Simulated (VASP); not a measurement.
# Cs3SrPb4Br12 (a cell with a defect) in VASP: single point with PBE

Aim: the single point of Cs3SrPb4Br12 (a cell with a defect) with PBE.

Everything below comes from runs of VASP 6.6.1. Logs are shortened: lines on timing, memory, paths and dates and some standing lists are left out, and cuts for length are marked.

## Step 1: The cell of the first run

The cell holds a defect, 20 atoms: a = 10.167 Å, b = 10.167 Å, c = 10.167 Å, α = 109.47°, β = 109.47°, γ = 109.47°.

## Step 2: Single point, PBE

INCAR

```
SYSTEM = Cs3SrPb4Br12
PREC = Accurate ; ENCUT = 520
EDIFF = 1E-6 ; ISMEAR = -1
SIGMA = 0.01 ; LREAL = Auto
LASPH = .TRUE. ; NELM = 100
ALGO = Normal ; ISIF = 2
LWAVE = .FALSE. ; LCHARG = .FALSE.
GGA = PE ; NELECT = 176.0
NBANDS = 104
```

KPOINTS

```
regular mesh
0
G
  2 2 2
  0 0 0
```

POSCAR

```
Cs3SrPb4Br12
1.0
   -5.8700000000      5.8700000000      5.8700000000
    5.8700000000     -5.8700000000      5.8700000000
    5.8700000000      5.8700000000     -5.8700000000
Sr Cs Pb Br
1 3 4 12
Direct
    0.0000000000      0.0000000000      0.0000000000
    0.5000000000      0.5000000000      0.0000000000
    0.5000000000      0.0000000000      0.5000000000
    0.0000000000      0.5000000000      0.5000000000
    0.5000000000      0.5000000000      0.5000000000
    0.0000000000      0.0000000000      0.5000000000
    0.0000000000      0.5000000000      0.0000000000
    0.5000000000      0.0000000000      0.0000000000
    0.4595566781      0.2297783390      0.2297783390
    0.0000000000      0.7702216610      0.2297783390
    0.0000000000      0.2297783390      0.7702216610
    0.5404433219      0.7702216610      0.7702216610
    0.2297783390      0.4595566781      0.2297783390
    0.7702216610      0.0000000000      0.2297783390
    0.7702216610      0.5404433219      0.7702216610
    0.2297783390      0.0000000000      0.7702216610
    0.2297783390      0.2297783390      0.4595566781
    0.7702216610      0.7702216610      0.5404433219
    0.7702216610      0.2297783390      0.0000000000
    0.2297783390      0.7702216610      0.0000000000
```

Potentials or basis: VASP PAW PBE potentials, release 64 (Sr_sv, Cs_sv, Pb_d, Br).

On the command line:

```
> cat potpaw_PBE.64/Sr_sv/POTCAR potpaw_PBE.64/Cs_sv/POTCAR potpaw_PBE.64/Pb_d/POTCAR potpaw_PBE.64/Br/POTCAR > POTCAR
> mpirun -np 1 vasp_std > vasp.out
```

OUTCAR:

```text
SYSTEM = Cs3SrPb4Br12
   PREC = Accurate
   ENCUT = 520
   EDIFF = 1E-6
   ISMEAR = -1
   LREAL = Auto
   LASPH = .TRUE.
   NELM = 100
   ISIF = 2
   GGA = PE
   NELECT = 176.0

 ion  position               nearest neighbor table
   1  0.000  0.000  0.000-  10 3.81  11 3.81  14 3.81  16 3.81  19 3.81  20 3.81  15 3.81  12 3.81
                            17 3.81  18 3.81  13 3.81   9 3.81
   2  0.500  0.500  0.000-
   3  0.500  0.000  0.500-
   4  0.000  0.500  0.500-
   5  0.500  0.500  0.500-  17 2.95  18 2.95  13 2.95  15 2.95   9 2.95  12 2.95
   6  0.000  0.000  0.500-  17 2.95  18 2.95  14 2.95  16 2.95  10 2.95  11 2.95
   7  0.000  0.500  0.000-  13 2.95  15 2.95  10 2.95  11 2.95  19 2.95  20 2.95
   8  0.500  0.000  0.000-   9 2.95  12 2.95  14 2.95  16 2.95  19 2.95  20 2.95
   9  0.460  0.230  0.230-   8 2.95   5 2.95   1 3.81
  10  0.000  0.770  0.230-   6 2.95   7 2.95   1 3.81
  11  0.000  0.230  0.770-   6 2.95   7 2.95   1 3.81
  12  0.540  0.770  0.770-   8 2.95   5 2.95   1 3.81
  13  0.230  0.460  0.230-   7 2.95   5 2.95   1 3.81
  14  0.770  0.000  0.230-   6 2.95   8 2.95   1 3.81
  15  0.770  0.540  0.770-   7 2.95   5 2.95   1 3.81
  16  0.230  0.000  0.770-   6 2.95   8 2.95   1 3.81
  17  0.230  0.230  0.460-   6 2.95   5 2.95   1 3.81
  18  0.770  0.770  0.540-   6 2.95   5 2.95   1 3.81
  19  0.770  0.230  0.000-   7 2.95   8 2.95   1 3.81
  20  0.230  0.770  0.000-   7 2.95   8 2.95   1 3.81

  LATTYP: Found a body centered cubic cell.
 ALAT       =    11.7400000000

  Lattice vectors:

 A1 = (  -5.8700000000,   5.8700000000,   5.8700000000)
 A2 = (   5.8700000000,  -5.8700000000,   5.8700000000)
 A3 = (   5.8700000000,   5.8700000000,  -5.8700000000)

Analysis of symmetry for initial positions (statically):
=====================================================================
 Subroutine PRICEL returns:
 Original cell was already a primitive cell.

 Routine SETGRP: Setting up the symmetry group for a
 body centered cubic supercell.

 Subroutine GETGRP returns: Found 48 space group operations
 (whereof 48 operations were pure point group operations)
 out of a pool of 48 trial point group operations.

The static configuration has the point symmetry O_h .

Analysis of symmetry for dynamics (positions and initial velocities):
=====================================================================
 Subroutine PRICEL returns:
 Original cell was already a primitive cell.

 Routine SETGRP: Setting up the symmetry group for a
 body centered cubic supercell.

 Subroutine GETGRP returns: Found 48 space group operations
 (whereof 48 operations were pure point group operations)
 out of a pool of 48 trial point group operations.

The dynamic configuration has the point symmetry O_h .

 Subroutine INISYM returns: Found 48 space group operations
 (whereof 48 operations are pure point group operations),
 and found     1 'primitive' translations

----------------------------------------------------------------------------------------

                                     Primitive cell

  volume of cell :     809.0480

  direct lattice vectors                    reciprocal lattice vectors
    -5.870000000  5.870000000  5.870000000     0.000000000  0.085178876  0.085178876
     5.870000000 -5.870000000  5.870000000     0.085178876  0.000000000  0.085178876
     5.870000000  5.870000000 -5.870000000     0.085178876  0.085178876  0.000000000

  length of vectors
    10.167138240 10.167138240 10.167138240     0.120461121  0.120461121  0.120461121

  position of ions in fractional coordinates (direct lattice)
     0.000000000  0.000000000  0.000000000
     0.500000000  0.500000000  0.000000000
     0.500000000  0.000000000  0.500000000
     0.000000000  0.500000000  0.500000000
     0.500000000  0.500000000  0.500000000
     0.000000000  0.000000000  0.500000000
[... 12 lines left out ...]
     0.770221661  0.229778339  0.000000000
     0.229778339  0.770221661  0.000000000

  ion indices of the primitive-cell ions
   primitive index   ion index
                 1           1
                 2           2
                 3           3
                 4           4
                 5           5
                 6           6
[... 12 lines left out ...]
                19          19
                20          20

----------------------------------------------------------------------------------------

 KPOINTS: regular mesh

Automatic generation of k-mesh.
 Grid dimensions read from file:
 generate k-points for:    2    2    2

 Generating k-lattice:

  Cartesian coordinates                     Fractional coordinates (reciprocal lattice)
     0.000000000  0.042589438  0.042589438     0.500000000  0.000000000  0.000000000
     0.042589438  0.000000000  0.042589438     0.000000000  0.500000000  0.000000000
     0.042589438  0.042589438  0.000000000     0.000000000  0.000000000  0.500000000

  Length of vectors
     0.060230561  0.060230561  0.060230561

  Shift w.r.t. Gamma in fractional coordinates (k-lattice)
     0.000000000  0.000000000  0.000000000

 Subroutine IBZKPT returns following result:
 ===========================================

 Found      3 irreducible k-points:

 Following reciprocal coordinates:
            Coordinates               Weight
  0.000000  0.000000  0.000000      1.000000
  0.500000  0.000000  0.000000      6.000000
  0.500000  0.500000  0.500000      1.000000
   k-points           NKPTS =      3   k-points in BZ     NKDIM =      3   number of bands    NBANDS=    104
   number of dos      NEDOS =    301   number of ions     NIONS =     20
   total plane-waves  NPLWV = 512000
   dimension x,y,z NGX =    80 NGY =   80 NGZ =   80
   dimension x,y,z NGXF=   160 NGYF=  160 NGZF=  160
   ions per type =               1   3   4  12
   NGX,Y,Z   is equivalent  to a cutoff of  13.08, 13.08, 13.08 a.u.
   NGXF,Y,Z  is equivalent  to a cutoff of  26.16, 26.16, 26.16 a.u.
 SYSTEM =  Cs3SrPb4Br12
   PREC   = accura    normal or accurate (medium, high low for compatibility)
   ISTART =      0    job   : 0-new  1-cont  2-samecut
   ICHARG =      2    charge: 1-file 2-atom 10-const
   ISPIN  =      1    spin polarized calculation?
   LNONCOLLINEAR =      F non collinear calculations
   LSORBIT =      F    spin-orbit coupling
   LASPH  =      T    aspherical Exc in radial PAW
   ENCUT  =  520.0 eV  38.22 Ry    6.18 a.u.  18.90 18.90 18.90*2*pi/ulx,y,z
   NELM   =    100;   NELMIN=  2; NELMDL= -5     # of ELM steps
   EDIFF  = 0.1E-05   stopping-criterion for ELM
   LREAL  =      T    real-space projection
   EDIFFG = 0.1E-04   stopping-criterion for IOM
   NSW    =      0    number of steps for IOM
   IBRION =     -1    ionic relax: 0-MD 1-quasi-New 2-CG
   NFREE  =      0    steps in history (QN), initial steepest desc. (CG)
   ISIF   =      2    stress and relaxation
   ISYM   =      2    0-nonsym 1-usesym 2-fastsym
   POTIM  = 0.5000    time-step for ionic-motion
   TEBEG  =    0.0;   TEEND  =   0.0 temperature during run
   PSTRESS=    0.0 pullay stress
   NELECT =     176.0000    total number of electrons
   NUPDOWN=      -1.0000    fix difference up-down
   EMIN   =  10.00;   EMAX   =-10.00  energy-range for DOS
   EFERMI =   0.00;   METHOD = LEGACY
   ISMEAR =    -1;   SIGMA  =   0.01  broadening in eV -4-tet -1-fermi 0-gaus
   EFERMI_NEDOS =   21; number of points for ismear=-14 and -15
   IALGO  =     38    algorithm
   IMIX   =      4    mixing-type and parameters
     AMIX     =   0.40;   BMIX     =  1.00
     AMIX_MAG =   1.60;   BMIX_MAG =  1.00
  volume/ion in A,a.u.               =      40.45       272.99
  Fermi-wavevector in a.u.,A,eV,Ry     =   0.984587  1.860600 13.189657  0.969412
  Thomas-Fermi vector in A             =   2.115831
   LORBIT       =      0    0 simple, 1 ext, 2 COOP (PROOUT), +10 PAW based schemes
   GGA     = PE    functional components
   LHFCALC =     F    Hartree Fock is set to
   AEXX    =    0.0000 exact exchange contribution
   IVDW    =     0    specifies the selected vdW correction
   LEPSILON=     F    determine dielectric tensor
   LRPA    =     F    only Hartree local field effects (RPA)
 non-spin polarized calculation
  energy-cutoff  :      520.00
  volume of cell :      809.05
 maximum number of plane-waves:     21769
 NGX is ok and might be reduce to    80
   NGX = 37   NGY = 37   NGZ = 37

 number of electron     176.0000026 magnetization

 Free energy of the ion-electron system (eV)
  ---------------------------------------------------
  ext. energy  EPLUGINS =         0.00000000
  ---------------------------------------------------
  free energy    TOTEN  =       -65.57365905 eV

  energy without entropy =      -65.57365905  energy(sigma->0) =      -65.57365905

 E-fermi :   1.2208     XC(G=0):  -7.5510

 val. band max:        0.9499197005   @ k =   0.5000   0.5000   0.5000
 cond. band min:       2.9815452689   @ k =   0.5000   0.5000   0.5000
 fundamental gap:      2.0316255685
 Fermi energy:         1.2208230635

 k-point     1 :       0.0000    0.0000    0.0000
  band No.  band energies     occupation
      1     -35.6171      2.00000
      2     -20.1470      2.00000
      3     -20.1458      2.00000
      4     -20.1458      2.00000
      5     -17.4869      2.00000
      6     -17.4869      2.00000
[... 92 lines left out ...]
     99       5.0733      0.00000
    100       5.0733      0.00000

 k-point     2 :       0.5000    0.0000    0.0000
  band No.  band energies     occupation
      1     -35.6171      2.00000
      2     -20.1466      2.00000
      3     -20.1462      2.00000
      4     -20.1458      2.00000
      5     -17.4870      2.00000
      6     -17.4870      2.00000
[... 92 lines left out ...]
     99       4.9425      0.00000
    100       5.0755      0.00000

 k-point     3 :       0.5000    0.5000    0.5000
  band No.  band energies     occupation
      1     -35.6171      2.00000
      2     -20.1465      2.00000
      3     -20.1465      2.00000
      4     -20.1455      2.00000
      5     -17.4870      2.00000
      6     -17.4870      2.00000
[... 92 lines left out ...]
     99       5.1039      0.00000
    100       5.1041      0.00000
 [bands above 100 left out]

------------------------ aborting loop because EDIFF is reached ----------------------------------------

  FORCE on cell =-STRESS in cart. coord.  units (eV):
  Direction    XX          YY          ZZ          XY          YZ          ZX
  --------------------------------------------------------------------------------------
  -------------------------------------------------------------------------------------
  Total       -1.1999176     -1.1999176     -1.1999176      0.0000000      0.0000000     -0.0000000
  in kB       -2.3762259     -2.3762259     -2.3762259      0.0000000      0.0000000     -0.0000000
  external PRESSURE =      -2.3762259 kB  Pullay stress =       0.0000000 kB

 VOLUME and BASIS-vectors are now :
 -----------------------------------------------------------------------------
  energy-cutoff  :      520.00
  volume of cell :      809.05
      direct lattice vectors                 reciprocal lattice vectors
    -5.870000000  5.870000000  5.870000000     0.000000000  0.085178876  0.085178876
     5.870000000 -5.870000000  5.870000000     0.085178876  0.000000000  0.085178876
     5.870000000  5.870000000 -5.870000000     0.085178876  0.085178876  0.000000000

 POSITION                                       TOTAL-FORCE (eV/Angst)
 -----------------------------------------------------------------------------------
      0.00000      0.00000      0.00000         0.000000     -0.000000     -0.000000
      0.00000      0.00000      5.87000         0.000000     -0.000000     -0.000000
      0.00000      5.87000      0.00000         0.000000     -0.000000     -0.000000
      5.87000      0.00000      0.00000         0.000000     -0.000000     -0.000000
      2.93500      2.93500      2.93500         0.000000     -0.000000     -0.000000
      2.93500      2.93500     -2.93500         0.000000     -0.000000     -0.000000
[... 12 lines left out ...]
     -3.17240      3.17240      5.87000         0.022538     -0.022538     -0.000000
      3.17240     -3.17240      5.87000        -0.022538      0.022538      0.000000
 -----------------------------------------------------------------------------------
    total drift:                               -0.000000      0.000000     -0.000000

  FREE ENERGIE OF THE ION-ELECTRON SYSTEM (eV)
  ---------------------------------------------------
  free  energy   TOTEN  =       -65.5736590462 eV

  energy  without entropy=      -65.5736590462  energy(sigma->0) =      -65.57365905
```

Run time: 23 min. Hardware: 1 thread of AMD EPYC 7R43 (Zen 3), shared host; peak memory 1 GiB.

Results:

- Free energy: -65.5737 eV
- Largest force: 0.032 eV/Å

Forces in eV/Å, atoms in the order of the input:
```
Sr   0.000  0.000  0.000
Cs   0.000  0.000  0.000
Cs   0.000  0.000  0.000
Cs   0.000  0.000  0.000
Pb   0.000  0.000  0.000
Pb   0.000  0.000  0.000
Pb   0.000  0.000  0.000
Pb   0.000  0.000  0.000
Br   0.000  0.023  0.023
Br   0.000  0.023 -0.023
Br   0.000 -0.023  0.023
Br   0.000 -0.023 -0.023
Br   0.023  0.000  0.023
Br   0.023  0.000 -0.023
Br  -0.023  0.000 -0.023
Br  -0.023  0.000  0.023
Br   0.023  0.023  0.000
Br  -0.023 -0.023  0.000
Br   0.023 -0.023  0.000
Br  -0.023  0.023  0.000
```

Caveat: the cell carries a net charge on a neutralising background, which shifts energy and pressure; the cell is charged against a uniform background, so pressure and absolute levels hang on convention; spin-orbit coupling is left out, which moves the levels of the heavy elements.
